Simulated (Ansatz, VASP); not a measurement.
# Ca in VASP and in Ansatz

File INCAR:

```
  ALGO = Normal
  EDIFF = 1E-6
  ENCUT = 520
  GGA = RE
  ISIF = 2
  ISMEAR = -1
  LASPH = True
  LCHARG = True
  LELF = True
  LREAL = False
  LVHAR = True
  LWAVE = False
  NBANDS = 22
  NELM = 80
  PREC = Accurate
  SIGMA = 0.1
```

KPOINTS

```
k-points
0
Gamma
  7 7 9
```

File POSCAR:

```
Ca
1.0
    6.0991541636      0.0000000000      0.0000000000
   -3.0495770818      5.2820224472      0.0000000000
    0.0000000000      0.0000000000      3.6454793177
Ca
3
Direct
    1.0000000000      1.0000000000      0.0000000000
    0.3333333333      0.6666666667      0.5000000000
    0.6666666667      0.3333333333      0.5000000000
```

Input for Ansatz:

```yaml
crystal:
  lattice:
    - [6.0991541636, 0.0, 0.0]
    - [-3.0495770818, 5.2820224472, 0.0]
    - [0.0, 0.0, 3.6454793177]
  atoms:
    - { symbol: Ca, position: [1.0, 1.0, 0.0] }
    - { symbol: Ca, position: [0.3333333333, 0.6666666667, 0.5] }
    - { symbol: Ca, position: [0.6666666667, 0.3333333333, 0.5] }
hamiltonian:
  xc: revpbe
  pseudopotentials:
    kind: paw
    azcp:
      Ca: "pseudopotentials/Ca.paw.azcp"
basis:
  ecutwfc: 420
  fft_grid_basis: typed
kpoints:
  mp_grid: { grid: [7, 7, 9], shift: [0, 0, 0] }
magnetization:
  spin_polarized: false
scf:
  occupations: { method: fermi_dirac, width: 0.1 }
  lower_state_search: "off"
output:
  stress: true
```

Alike in both runs: task single point; functional revPBE; k mesh 7 × 7 × 9; occupations fermi-dirac, width 0.1 eV; no spin polarisation.

|  | VASP | Ansatz |
| --- | --- | --- |
| version | VASP 6.6.1 | Ansatz 0.2.0 |
| potentials or method | VASP PAW PBE potentials, release 64 (Ca_sv), cutoff 520 eV | plane waves (420 eV) with PAW, scalar-relativistic |
| valence electrons in the cell | 30 | 30 |

|  | VASP | Ansatz | Ansatz less VASP |
| --- | --- | --- | --- |
| pressure (GPa) | 2.5 | 2.5 | -0.01 |
| traceless stress, the component that is largest in VASP (GPa) | -0.20 | -0.20 | +0.002 |

VASP's potentials were made for PBE, not for revPBE.
